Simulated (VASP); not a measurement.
The system is C.

```
C
1.0
    -2.48215    2.48215    2.48215
     2.48215   -2.48215    2.48215
     2.48215    2.48215   -2.48215
C
12
Direct
  0.12500 0.75000 0.87500
  0.75000 0.37500 0.62500
  0.62500 0.37500 0.25000
  0.75000 0.87500 0.12500
  0.12500 0.87500 0.25000
  0.25000 0.12500 0.87500
  0.87500 0.12500 0.75000
  0.37500 0.62500 0.75000
  0.37500 0.25000 0.62500
  0.87500 0.25000 0.12500
  0.25000 0.62500 0.37500
  0.62500 0.75000 0.37500
```

The cell was built from a structure type or drawn by symmetry, and may not be a known phase.

- Program: VASP 6.6.1
- Task: relaxation of cell and atoms
- Functional: PBE
- Potentials or basis: VASP PAW PBE potentials, release 64 (C)
- Cutoff: 600 eV
- k mesh: 6 × 6 × 6
- Occupations: gaussian, width 0.1 eV
- Spin: no spin polarisation

At the start: pressure 63.1 GPa; volume 5.10 Å³/atom.

**Question.** How do energy, volume and symmetry change on relaxing?

**Answer.** Over 4 steps the energy falls by 119.4 meV/atom and the volume is 5.77 Å³/atom (+13.2 %); space group Ia-3d (No. 230, to 0.1 Å) before and after.

Step by step:
```tsv
step	energy change (eV)	largest force (eV/Å)	pressure (GPa)	volume (Å³)
1	0.0000	0.0000	63.08	61.17
2	0.4556	0.0000	-46.37	80.71
3	-1.4315	0.0000	-1.56	69.47
4	-1.4328	0.0000	-0.19	69.23
```

Final structure:
```yaml
crystal:
  lattice:
    - [-2.58670, 2.58670, 2.58670]
    - [2.58670, -2.58670, 2.58670]
    - [2.58670, 2.58670, -2.58670]
  atoms:
    - { symbol: C, position: [0.12500, 0.75000, 0.87500] }
    - { symbol: C, position: [0.75000, 0.37500, 0.62500] }
    - { symbol: C, position: [0.62500, 0.37500, 0.25000] }
    - { symbol: C, position: [0.75000, 0.87500, 0.12500] }
    - { symbol: C, position: [0.12500, 0.87500, 0.25000] }
    - { symbol: C, position: [0.25000, 0.12500, 0.87500] }
    - { symbol: C, position: [0.87500, 0.12500, 0.75000] }
    - { symbol: C, position: [0.37500, 0.62500, 0.75000] }
    - { symbol: C, position: [0.37500, 0.25000, 0.62500] }
    - { symbol: C, position: [0.87500, 0.25000, 0.12500] }
    - { symbol: C, position: [0.25000, 0.62500, 0.37500] }
    - { symbol: C, position: [0.62500, 0.75000, 0.37500] }
```
